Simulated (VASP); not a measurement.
Runs of VASP 6.6.1 on Hf2F3. The structure is that of space group Pm-3m (No. 221), or close to it. The cells are those of the table. 

```tsv
task	cell	k mesh	cutoff (eV)	gap on the mesh (eV)	pressure (GPa)	relaxed volume (Å³/atom)
single point	a = 4.462 Å, 5 atoms	4 × 4 × 4	520	none	-5.4	-
single point	a = 4.370 Å, 5 atoms	8 × 8 × 8	520	none	(a)	-
single point	a = 4.380 Å, 5 atoms	4 × 4 × 4	520	none	(b)	-
relaxation of cell and atoms	relaxed from a = 4.462 Å, 5 atoms	4 × 4 × 4	600	-	0.0	16.40
relaxation of cell and atoms	relaxed from a = 4.380 Å, 5 atoms	8 × 8 × 8	600	-	0.0	16.36
```

Alike in all rows: level PBE; potentials or basis VASP PAW PBE potentials, release 64 (Hf_pv, F); no spin polarisation; smearing gaussian 0.1 eV.

**Question.** Fill in the values left out.

**Answer.** (a) -1.5; (b) -1.7.

Caveats: spin-orbit coupling is left out, which moves the levels of the heavy elements; an odd number of electrons without spin polarisation forces a metal (some runs); a magnetic or distorted state may lie lower (some runs); the bands computed are all filled at some k points, so no gap is given (some runs).

A k mesh can miss the band edges, and the runs leave out spin-orbit coupling on Hf.

A gap of «none» marks levels without a gap at the run's occupations.
